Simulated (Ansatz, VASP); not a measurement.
## Al2Au: VASP beside Ansatz

Contents of INCAR:

```
SYSTEM = Al2Au
PREC     = Accurate       ! precision mode
ENCUT    = 520            ! plane-wave cutoff, eV
EDIFF    = 1E-7           ! SCF threshold, eV
ISMEAR   = 0              ! smearing method
SIGMA    = 0.1            ! smearing width, eV
LREAL    = .False.        ! projectors in reciprocal space
LASPH    = .True.         ! aspherical terms in the spheres
NELM     = 80             ! most SCF steps
ALGO     = Normal         ! electronic algorithm
ISIF     = 2              ! what is computed and relaxed
LWAVE    = .False.        ! write WAVECAR
LCHARG   = .False.        ! write CHGCAR
GGA      = PE             ! functional
NBANDS   = 16             ! bands
```

Contents of KPOINTS:

```
Automatic mesh
0
Gamma
  12 12 12
  0 0 0
```

The input POSCAR:

```
Al2Au
1.0
    0.0000000000      2.9745300000      2.9745300000
    2.9745300000      0.0000000000      2.9745300000
    2.9745300000      2.9745300000      0.0000000000
Al Au
2 1
Direct
    0.2500000000      0.2500000000      0.2500000000
    0.7500000000      0.7500000000      0.7500000000
    0.0000000000      0.0000000000      0.0000000000
```

Input for Ansatz:

```yaml
crystal:
  lattice:
    - [0.0, 2.97453, 2.97453]
    - [2.97453, 0.0, 2.97453]
    - [2.97453, 2.97453, 0.0]
  atoms:
    - { symbol: Al, position: [0.25, 0.25, 0.25] }
    - { symbol: Al, position: [0.75, 0.75, 0.75] }
    - { symbol: Au, position: [0.0, 0.0, 0.0] }
basis:
  ecutwfc: 420
kpoints:
  mp_grid: { grid: [12, 12, 12] }
hamiltonian:
  xc: pbe
scf:
  occupations: { method: gaussian, width: 0.1 }
output:
  forces: true
  stress: true
  eigenvalues: true
```

Alike in both runs: task single point; functional PBE; k mesh 12 × 12 × 12; occupations gaussian, width 0.1 eV; no spin polarisation.

|  | VASP | Ansatz |
| --- | --- | --- |
| version | VASP 6.6.1 | Ansatz 0.2.0 |
| potentials or method | VASP PAW PBE potentials, release 64 (Al, Au), cutoff 520 eV | scalar-relativistic, plane waves, PAW |
| valence electrons in the cell | 17 | 25 |

```csv
,VASP,Ansatz,Ansatz less VASP
gap on the k mesh at the Fermi level (eV),none,none,-
pressure (GPa),6.4,6.7,+0.28
```

A gap of «none» marks a metal or a gap that the smearing closes. VASP's potentials hold 17 valence electrons a cell and Ansatz's 25, so a difference there can come from the potentials and not from the codes.

Spin-orbit coupling is off throughout.
